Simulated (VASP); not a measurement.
A run of VASP 6.6.1:

File INCAR:

```
ALGO = Normal
EDIFF = 1E-6
ENCUT = 520
GGA = PE
ISIF = 2
ISMEAR = 0
LASPH = True
LCHARG = False
LREAL = False
LWAVE = False
NBANDS = 40
NELM = 100
PREC = Accurate
SIGMA = 0.05
```

KPOINTS

```
k-points
0
Gamma
  4 4 4
```

The input POSCAR:

```
Si4O7
1.0
    5.0799801732      0.0000000000      0.0000000000
    0.0000000000      5.0799801732      0.0000000000
    0.0000000000      0.0000000000      7.0914769300
Si O
4 7
Direct
    0.2944292339      0.2944292339      0.0000000000
    0.2055707661      0.7944292339      0.2500000000
    0.7055707661      0.7055707661      0.5000000000
    0.7944292339      0.2055707661      0.7500000000
    0.4053663613      0.7409644515      0.4248320116
    0.7590355485      0.9053663613      0.6748320116
    0.5946336387      0.2590355485      0.9248320116
    0.7409644515      0.4053663613      0.5751679884
    1.2586283284      1.1703663659      0.1669192247
    0.2590355485      0.5946336387      0.0751679884
    0.0946336387      0.2409644515      0.8251679884
```

Potentials or basis: VASP PAW PBE potentials, release 64 (Si, O).

Launch:

```sh
$ cat potpaw_PBE.64/Si/POTCAR potpaw_PBE.64/O/POTCAR > POTCAR
$ mpirun -np 1 vasp_std > vasp.out
```

Hardware: 1 thread of AMD EPYC 9R14 (Zen 4) (shared host).

Question: How long does it take, and how much memory?

Answer: Wall time 3.3 min on 1 thread of AMD EPYC 9R14 (Zen 4), on a shared host, peak memory 0.35 GiB. Counts: scf iterations 16, k points 36.
